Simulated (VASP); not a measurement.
# Se (Pm-3m) in VASP: settings compared, part 2 of 2

VASP 6.6.1.

**4. Relaxation of cell and atoms, PBE**

This run uses another cell than the first one, of 22.20 Å³/atom, 0.955 times its volume.

INCAR reads:

```
ALGO = Normal
EDIFF = 1E-7
EDIFFG = -0.01
ENCUT = 600
GGA = PE
IBRION = 2
ISIF = 3
ISMEAR = -1
LASPH = True
LCHARG = False
LREAL = False
LWAVE = False
NELM = 100
NSW = 60
PREC = Accurate
SIGMA = 0.05
```

KPOINTS reads:

```
k-points
0
Gamma
  9 9 9
```

POSCAR reads:

```
Se
1.0
    2.8105630200      0.0000000000      0.0000000000
    0.0000000000      2.8105630200      0.0000000000
    0.0000000000      0.0000000000      2.8105630200
Se
1
Direct
    0.0000000000      0.0000000000      0.0000000000
```

Potentials or basis: VASP PAW PBE potentials, release 64 (Se).

The run is started by

```bash
$ cat potpaw_PBE.64/Se/POTCAR > POTCAR
$ mpirun -np 1 vasp_std > vasp.out
```

OUTCAR:

```text
EDIFF = 1E-7
   EDIFFG = -0.01
   ENCUT = 600
   GGA = PE
   IBRION = 2
   ISIF = 3
   ISMEAR = -1
   LASPH = True
   LREAL = False
   NELM = 100
   NSW = 60
   PREC = Accurate

 ion  position               nearest neighbor table
   1  0.000  0.000  0.000-

  LATTYP: Found a simple cubic cell.
 ALAT       =     2.8105630200

  Lattice vectors:

 A1 = (   2.8105630200,   0.0000000000,   0.0000000000)
 A2 = (   0.0000000000,   2.8105630200,   0.0000000000)
 A3 = (   0.0000000000,   0.0000000000,   2.8105630200)

Analysis of symmetry for initial positions (statically):
=====================================================================
 Subroutine PRICEL returns:
 Original cell was already a primitive cell.

 Routine SETGRP: Setting up the symmetry group for a
 simple cubic supercell.

 Subroutine GETGRP returns: Found 48 space group operations
 (whereof 48 operations were pure point group operations)
 out of a pool of 48 trial point group operations.

The static configuration has the point symmetry O_h .

Analysis of symmetry for dynamics (positions and initial velocities):
=====================================================================
 Subroutine PRICEL returns:
 Original cell was already a primitive cell.

 Routine SETGRP: Setting up the symmetry group for a
 simple cubic supercell.

 Subroutine GETGRP returns: Found 48 space group operations
 (whereof 48 operations were pure point group operations)
 out of a pool of 48 trial point group operations.

The dynamic configuration has the point symmetry O_h .

 Subroutine INISYM returns: Found 48 space group operations
 (whereof 48 operations are pure point group operations),
 and found     1 'primitive' translations

----------------------------------------------------------------------------------------

[... 116 lines left out ...]
   LHFCALC =     F    Hartree Fock is set to
   AEXX    =    0.0000 exact exchange contribution
   IVDW    =     0    specifies the selected vdW correction
   LEPSILON=     F    determine dielectric tensor
   LRPA    =     F    only Hartree local field effects (RPA)
 conjugate gradient relaxation of ions
 non-spin polarized calculation
  energy-cutoff  :      600.00
  volume of cell :       22.20
 maximum number of plane-waves:       751
 NGX is ok and might be reduce to    24
   NGX = 11   NGY = 11   NGZ = 11

--------------------------------------- Ionic step        1  -------------------------------------------

 number of electron       5.9999999 magnetization

 Free energy of the ion-electron system (eV)
  ---------------------------------------------------
  ext. energy  EPLUGINS =         0.00000000
  ---------------------------------------------------
  free energy    TOTEN  =        -3.32955642 eV

  energy without entropy =       -3.32287749  energy(sigma->0) =       -3.32621696

------------------------ aborting loop because EDIFF is reached ----------------------------------------

  FORCE on cell =-STRESS in cart. coord.  units (eV):
  Direction    XX          YY          ZZ          XY          YZ          ZX
  --------------------------------------------------------------------------------------
  -------------------------------------------------------------------------------------
  Total        0.2820643      0.2820643      0.2820643      0.0000000      0.0000000      0.0000000
  in kB       20.3553550     20.3553550     20.3553550      0.0000000      0.0000000      0.0000000
  external PRESSURE =      20.3553550 kB  Pullay stress =       0.0000000 kB
[... 57 lines left out ...]
--------------------------------------- Ionic step        3  -------------------------------------------

 number of electron       5.9999999 magnetization

 Free energy of the ion-electron system (eV)
  ---------------------------------------------------
  ext. energy  EPLUGINS =         0.00000000
  ---------------------------------------------------
  free energy    TOTEN  =        -3.33340205 eV

  energy without entropy =       -3.32699732  energy(sigma->0) =       -3.33019969

 E-fermi :   4.5792     XC(G=0):  -9.8699

 val. band max:        4.5054751830   @ k =   0.4444   0.3333   0.2222
 cond. band min:       4.6156805206   @ k =   0.1111   0.1111   0.1111
 fundamental gap:      0.1102053376
 Fermi energy:         4.5791873316

 k-point     1 :       0.0000    0.0000    0.0000
  band No.  band energies     occupation
      1     -11.3663      2.00000
      2       5.9601      0.00000
      3       5.9601      0.00000
      4       5.9601      0.00000
      5      12.3659      0.00000
      6      12.3659      0.00000
      7      12.3964      0.00000
[... 221 lines left out ...]
 k-point    24 :       0.4444    0.3333    0.1111
  band No.  band energies     occupation
      1      -7.9264      2.00000
      2      -0.6276      2.00000
      3       1.2950      2.00000
      4       6.8992      0.00000
      5       9.5656      0.00000
      6      16.5100      0.00000
      7      17.8798      0.00000

 [... further k-points ...]
[... 5 lines left out ...]
  --------------------------------------------------------------------------------------
  -------------------------------------------------------------------------------------
  Total        0.0007840      0.0007840      0.0007840     -0.0000000     -0.0000000      0.0000000
  in kB        0.0550397      0.0550397      0.0550397     -0.0000000     -0.0000000      0.0000000
  external PRESSURE =       0.0550397 kB  Pullay stress =       0.0000000 kB
[... 16 lines left out ...]
  FREE ENERGIE OF THE ION-ELECTRON SYSTEM (eV)
  ---------------------------------------------------
  free  energy   TOTEN  =        -3.3334020532 eV

  energy  without entropy=       -3.3269973213  energy(sigma->0) =       -3.33019969

 reached required accuracy - stopping structural energy minimisation
```

OSZICAR:

```text
N       E                     dE             d eps       ncg     rms          rms(c)
DAV:   1     0.109830719861E+02    0.10983E+02   -0.30313E+03   490   0.817E+02
DAV:   2    -0.308664429652E+01   -0.14070E+02   -0.13654E+02   700   0.863E+01
DAV:   3    -0.332327396815E+01   -0.23663E+00   -0.23612E+00   574   0.129E+01
[... 22 lines left out ...]
DAV:   3    -0.333339930972E+01    0.63161E-03   -0.19715E-03   504   0.266E-01    0.338E-02
DAV:   4    -0.333340211789E+01   -0.28082E-05   -0.88850E-06   539   0.292E-02    0.126E-02
DAV:   5    -0.333340224190E+01   -0.12401E-06   -0.15377E-06   602   0.929E-03    0.174E-03
DAV:   6    -0.333340213655E+01    0.10535E-06   -0.23387E-08   343   0.155E-03    0.688E-04
DAV:   7    -0.333340205322E+01    0.83334E-07   -0.69395E-09   280   0.736E-04
   3 F= -.33334021E+01 E0= -.33301997E+01  d E =-.384563E-02
```

CONTCAR:

```text
Se
   1.00000000000000
     2.8365362355711761   -0.0000000000000000    0.0000000000000000
     0.0000000000000000    2.8365362355711761   -0.0000000000000000
     0.0000000000000000    0.0000000000000000    2.8365362355711761
  Se
     1
Direct
     0.0000000000000000    0.0000000000000000    0.0000000000000000

  0.00000000E+00  0.00000000E+00  0.00000000E+00
```

Wall time 7 s (1 thread of Intel Xeon Platinum 8488C (Sapphire Rapids), shared host); peak memory 0.13 GiB.

What came out:

```yaml
Free_energy: -3.3334 eV
Relaxed_volume: 22.82 Å³/atom
Relaxed_cell: a = 2.837 Å, b = 2.837 Å, c = 2.837 Å, α = 90.00°, β = 90.00°, γ = 90.00°
Space_group_after_relaxing_to_0.05_Å: Pm-3m (No. 221)
Energy_gained_by_relaxing: 3.8 meV/atom
Ionic_steps: 3
Pressure_after_relaxing: 0.0 GPa
Band_gap_on_the_k_mesh: zero (band 3 reaches 7.30 eV, above the bottom of band 4 at 1.40 eV)
```

Step by step:
```
step  energy change (eV)  largest force (eV/Å)  pressure (GPa)  volume (Å³)
   1              0.0000                0.0000            2.04        22.20
   2             -0.0030                0.0000           -0.87        23.12
   3             -0.0038                0.0000            0.01        22.82
```

Final structure:
```
Se
1.0
     2.83654    0.00000    0.00000
     0.00000    2.83654    0.00000
     0.00000    0.00000    2.83654
Se
1
Direct
  0.00000 0.00000 0.00000
```

**5. Summary**

| task | level | potentials or basis | cell | cutoff (eV) | gap on the mesh (eV) | pressure (GPa) | relaxed volume (Å³/atom) |
| --- | --- | --- | --- | --- | --- | --- | --- |
| single point | revPBE | VASP PAW PBE potentials, release 64 (Se) | a = 2.854 Å, 1 atom | 520 | none | 0.0 | - |
| relaxation of cell and atoms | LDA | VASP PAW LDA potentials, release 64 (Se) | relaxed from a = 2.811 Å, 1 atom | 600 | none | 0.0 | 21.37 |
| relaxation of cell and atoms | PBE | VASP PAW PBE potentials, release 64 (Se) | relaxed from a = 2.811 Å, 1 atom | 600 | none | 0.0 | 22.82 |

Alike in all rows: no spin polarisation; k mesh 9 × 9 × 9; smearing fermi-dirac 0.05 eV.

Caveats: the PAW data sets were made with another functional, which shifts forces and pressure a little (some runs).

Absolute energies hang on the potentials; compare differences alone.
